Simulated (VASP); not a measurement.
A run of VASP 6.6.1 is set up as follows.

File INCAR:

```
PREC     = Accurate       # precision mode
ENCUT    = 520            # plane-wave cutoff, eV
EDIFF    = 1E-6           # SCF threshold, eV
ISMEAR   = 0              # smearing method
SIGMA    = 0.1            # smearing width, eV
LREAL    = False          # projectors in reciprocal space
LASPH    = True           # aspherical terms in the spheres
NELM     = 80             # most SCF steps
ALGO     = Normal         # electronic algorithm
ISIF     = 2              # what is computed and relaxed
LWAVE    = False          # write WAVECAR
LCHARG   = False          # write CHGCAR
GGA      = PE             # functional
NBANDS   = 26             # bands
```

The input KPOINTS:

```
regular mesh
0
Gamma
  6 6 6
```

The input POSCAR:

```
Rb3P2
1.0
    2.1510719980      1.2419219971      9.9713098540
   -2.1510719980      1.2419219971      9.9713098540
    0.0000000000     -2.4838439941      9.9713098540
Rb P
3 2
Direct
    0.0000000000      0.0000000000      0.0000000000
    0.2095000000      0.2095000000      0.2095000000
    0.7905000000      0.7905000000      0.7905000000
    0.4000000000      0.4000000000      0.4000000000
    0.6000000000      0.6000000000      0.6000000000
```

Potentials or basis: VASP PAW PBE potentials, release 64 (Rb_sv, P).

The run is started by

```sh
$ cat potpaw_PBE.64/Rb_sv/POTCAR potpaw_PBE.64/P/POTCAR > POTCAR
$ mpirun -np 1 vasp_std > vasp.out
```

What does it give for the pressure?

7.3 GPa.

What does it give for the largest force?

0.615 eV/Å.

What does it give for the band gap on the k mesh?

Zero (an odd number of electrons rules out a gap without spin polarisation).

Forces in eV/Å, atoms in the order of the input:
```
Rb   0.000  0.000  0.000
Rb   0.000  0.000 -0.615
Rb   0.000  0.000  0.615
P    0.000  0.000  0.093
P    0.000  0.000 -0.093
```

Caveat: the cell stands under pressure.
